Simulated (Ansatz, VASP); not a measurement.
**TePb in VASP and in Ansatz**

The input POSCAR:

```
TePb
1.0
    5.4984073906     -0.0563586758      0.0000000000
   -2.7980117402      4.7899398185      0.0000000000
    0.0000000000      0.0000000000      6.5753564573
Pb Te
2 2
Direct
    0.3341748547      0.6667299691     -0.0620495095
    0.6658251453      0.3332700309      0.4379504905
    0.3363226412      0.6667574605      0.4370495095
    0.6636773588      0.3332425395      0.9370495095
```

File INCAR.step1:

```
SYSTEM = TePb
ALGO     = Normal         ! electronic algorithm
EDIFF    = 1E-4           ! SCF threshold, eV
ENCUT    = 520            ! plane-wave cutoff, eV
GGA      = PE             ! functional
ISMEAR   = 0              ! smearing method
LASPH    = .True.         ! aspherical terms in the spheres
LCHARG   = .False.        ! write CHGCAR
LREAL    = .False.        ! projectors in reciprocal space
LWAVE    = .True.         ! write WAVECAR
NBANDS   = 28             ! bands
NELM     = 100            ! most SCF steps
PREC     = Accurate       ! precision mode
SIGMA    = 0.01           ! smearing width, eV
```

Contents of INCAR.step2:

```
SYSTEM = TePb
ALGO     = Normal         ! electronic algorithm
EDIFF    = 1E-6           ! SCF threshold, eV
ENCUT    = 520            ! plane-wave cutoff, eV
ISIF     = 2              ! what is computed and relaxed
ISMEAR   = 0              ! smearing method
ISTART   = 1            
LASPH    = .True.         ! aspherical terms in the spheres
LCHARG   = .False.        ! write CHGCAR
LMIXTAU  = .True.       
LREAL    = .False.        ! projectors in reciprocal space
LWAVE    = .False.        ! write WAVECAR
METAGGA  = R2SCAN         ! meta-GGA
NBANDS   = 28             ! bands
NELM     = 100            ! most SCF steps
PREC     = Accurate       ! precision mode
SIGMA    = 0.01           ! smearing width, eV
```

KPOINTS

```
k-points
0
Gamma
  6 6 4
  0 0 0
```

Input for Ansatz:

```yaml
crystal:
  lattice:
    - [5.4984073906, -0.0563586758, 0.0]
    - [-2.7980117402, 4.7899398185, 0.0]
    - [0.0, 0.0, 6.5753564573]
  atoms:
    - { symbol: Pb, position: [0.3341748547, 0.6667299691, -0.0620495095] }
    - { symbol: Pb, position: [0.6658251453, 0.3332700309, 0.4379504905] }
    - { symbol: Te, position: [0.3363226412, 0.6667574605, 0.4370495095] }
    - { symbol: Te, position: [0.6636773588, 0.3332425395, 0.9370495095] }
kpoints:
  mp_grid: { grid: [6, 6, 4] }
  band_path:
    path:
      - [0.0, 0.0, 0.0]
      - [0.5, 0.0, 0.0]
      - [0.3333333333, 0.3333333333, 0.0]
      - [0.0, 0.0, 0.5]
      - [0.5, 0.0, 0.5]
      - [0.3333333333, 0.3333333333, 0.5]
      - [0.333333, 0.346354, 0.492188]
      - [0.333333, 0.348958, 0.494792]
    npoints: 1
hamiltonian:
  xc: r2scan
scf:
  occupations: { method: fixed }
  n_extra_bands: 5
output:
  forces: true
  stress: true
  eigenvalues: true
```

Change from the starting cell: shear_xy strain -2.0%.

Alike in both runs: task single point; functional r2SCAN; k mesh 6 × 6 × 4; no spin polarisation.

|  | VASP | Ansatz |
| --- | --- | --- |
| version | VASP 6.6.1 | Ansatz 0.2.0 |
| potentials or method | VASP PAW PBE potentials, release 64 (Pb_d, Te) | plane waves, PAW |
| plane-wave cutoff (eV) | 520 | 500 |
| occupations | gaussian, width 0.01 eV | fixed |
| valence electrons in the cell | 40 | 60 |

```csv
,VASP,Ansatz,Ansatz less VASP
gap on the k mesh at the Fermi level (eV),1.39,1.39,+0.001
pressure (GPa),0.0,0.0,+0.01
```

VASP's potentials were made for PBE, not for r2SCAN. VASP's potentials hold 40 valence electrons a cell and Ansatz's 60, so a difference there can come from the potentials and not from the codes.

Neither program's run includes spin-orbit coupling.
